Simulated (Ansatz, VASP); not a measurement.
TiSi2: VASP beside Ansatz

File POSCAR:

```
TiSi2
1.0
    0.0000000000      3.4301091766      3.4301091766
    3.4301091766      0.0000000000      3.4301091766
    3.4301091766      3.4301091766      0.0000000000
Ti Si
2 4
Direct
    0.5000000000      0.5000000000      0.5000000000
    0.7500000000      0.7500000000      0.7500000000
    0.1250000000      0.1250000000      0.1250000000
    0.6250000000      0.1250000000      0.1250000000
    0.1250000000      0.1250000000      0.6250000000
    0.1250000000      0.6250000000      0.1250000000
```

INCAR.step1

```
SYSTEM = TiSi2
PREC = Accurate
ENCUT = 600
ISMEAR = 0
SIGMA = 0.1
LREAL = .FALSE.
LASPH = .TRUE.
NELM = 80
GGA = PE
ALGO = Normal
EDIFF = 1E-4
LWAVE = .TRUE.
LCHARG = .FALSE.
```

The input INCAR.step2:

```
SYSTEM = TiSi2
PREC = Accurate
ENCUT = 600
EDIFF = 1E-6
ISMEAR = 0
SIGMA = 0.1
LREAL = .FALSE.
LASPH = .TRUE.
NELM = 80
ALGO = Normal
ISIF = 3
LWAVE = .FALSE.
LCHARG = .FALSE.
METAGGA = R2SCAN
LMIXTAU = .TRUE.
IBRION = 2
NSW = 100
EDIFFG = -0.01
ISTART = 1
```

File KPOINTS:

```
regular mesh
0
G
  10 10 10
  0 0 0
```

Input for Ansatz:

```yaml
crystal:
  lattice:
    - [0.0, 3.4301091766, 3.4301091766]
    - [3.4301091766, 0.0, 3.4301091766]
    - [3.4301091766, 3.4301091766, 0.0]
  atoms:
    - { symbol: Ti, position: [0.5, 0.5, 0.5] }
    - { symbol: Ti, position: [0.75, 0.75, 0.75] }
    - { symbol: Si, position: [0.125, 0.125, 0.125] }
    - { symbol: Si, position: [0.625, 0.125, 0.125] }
    - { symbol: Si, position: [0.125, 0.125, 0.625] }
    - { symbol: Si, position: [0.125, 0.625, 0.125] }
basis:
  ecutwfc: 500
kpoints:
  mp_grid: { grid: [10, 10, 10] }
hamiltonian:
  xc: r2scan
scf:
  occupations: { method: gaussian, width: 0.1 }
output:
  forces: true
  stress: true
  eigenvalues: true
relax:
  adjacent_minimum: "off"
  f_tol: 0.01
  max_steps: 80
  cell: { stress_tol: 0.05 }
```

Alike in both runs: task relaxation of cell and atoms; functional r2SCAN; k mesh 10 × 10 × 10; occupations gaussian, width 0.1 eV; no spin polarisation.

```csv
,VASP,Ansatz
version,VASP 6.6.1,Ansatz 0.2.0
potentials or method,"VASP PAW PBE potentials, release 64 (Ti_sv, Si), cutoff 600 eV","scalar-relativistic, plane waves, PAW"
valence electrons in the cell,40,40
```

Ansatz gave:

| Quantity | Value |
| --- | --- |
| gap on the k mesh at the Fermi level, each at its own relaxed structure (eV) | none |
| relaxed volume (Å³/atom) | 13.48 |
| relaxed cell length with the largest relative difference (Å) | 4.855 |

Task: Estimate VASP's values.

Result: gap on the k mesh at the Fermi level, each at its own relaxed structure (eV): none; relaxed volume (Å³/atom): 13.51; relaxed cell length with the largest relative difference (Å): 4.857.

VASP's potentials were made for PBE, not for r2SCAN. A gap of «none» marks a metal or a gap that the smearing closes.
